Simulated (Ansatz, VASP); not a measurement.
# B2SbAs in VASP and in Ansatz

```
CELL_PARAMETERS angstrom
3.37585 0.00000 0.00000
0.00000 4.23066 0.00000
0.00000 0.00000 28.29654
ATOMIC_POSITIONS crystal
B 0.00000 0.17355 0.28046
B 0.00000 0.87568 0.31654
Sb 0.50000 0.55326 0.34409
As 0.50000 0.39752 0.25198
```

Alike in both runs: functional PBE; k mesh 14 × 12 × 1; occupations gaussian, width 0.1 eV; no spin polarisation.

Ansatz relaxed the structure, and its values are those at the end. VASP's run is a single point on that final structure, the one shown.

|  | VASP | Ansatz |
| --- | --- | --- |
| version | VASP 6.6.1 | Ansatz 0.2.0 |
| potentials or method | VASP PAW PBE potentials, release 64 (B, Sb, As), cutoff 520 eV | scalar-relativistic, plane waves, PAW |
| valence electrons in the cell | 16 | 36 |

Ansatz gave:

| Quantity | Value |
| --- | --- |
| gap on the k mesh at the Fermi level (eV) | none |
| rms of the force components (eV/Å) | 0.003 |

**Question.** Which values does VASP return?

**Answer.** gap on the k mesh at the Fermi level (eV): none; rms of the force components (eV/Å): 0.036.

A gap of «none» marks a metal or a gap that the smearing closes. VASP's potentials hold 16 valence electrons a cell and Ansatz's 36, so a difference there can come from the potentials and not from the codes.

Spin-orbit coupling is off throughout.
